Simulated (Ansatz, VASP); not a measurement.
## CdS in VASP and in Ansatz

```
Cd S
1.0
     0.00000    2.91000    2.91000
     2.91000    0.00000    2.91000
     2.91000    2.91000    0.00000
Cd S
1 1
Direct
  0.00859 0.99141 0.00859
  0.75000 0.75000 0.75000
```

Change from the starting cell: all Cd atoms moved +0.050 Å, as atom 1 along Cartesian [0 1 0].

Alike in both runs: task single point; functional PBE; k mesh 8 × 8 × 8; occupations gaussian, width 0.05 eV; no spin polarisation.

|  | VASP | Ansatz |
| --- | --- | --- |
| version | VASP 6.6.1 | Ansatz 0.2.0 |
| potentials or method | VASP PAW PBE potentials, release 64 (Cd, S), cutoff 520 eV | scalar-relativistic, plane waves, PAW |
| valence electrons in the cell | 18 | 26 |

```tsv
	VASP	Ansatz	Ansatz less VASP
gap on the k mesh at the Fermi level (eV)	1.16	1.15	-0.005
least direct gap on the mesh (eV)	1.16	1.15	-0.005
pressure (GPa)	3.7	3.4	-0.37
traceless stress, the component that is largest in VASP (GPa)	-1.22	-1.18	+0.045
rms of the force components (eV/Å)	0.155	0.151	-0.0041
```

Atom by atom the forces differ by 0.004 eV/Å (rms over components). VASP's potentials hold 18 valence electrons a cell and Ansatz's 26, so a difference there can come from the potentials and not from the codes.
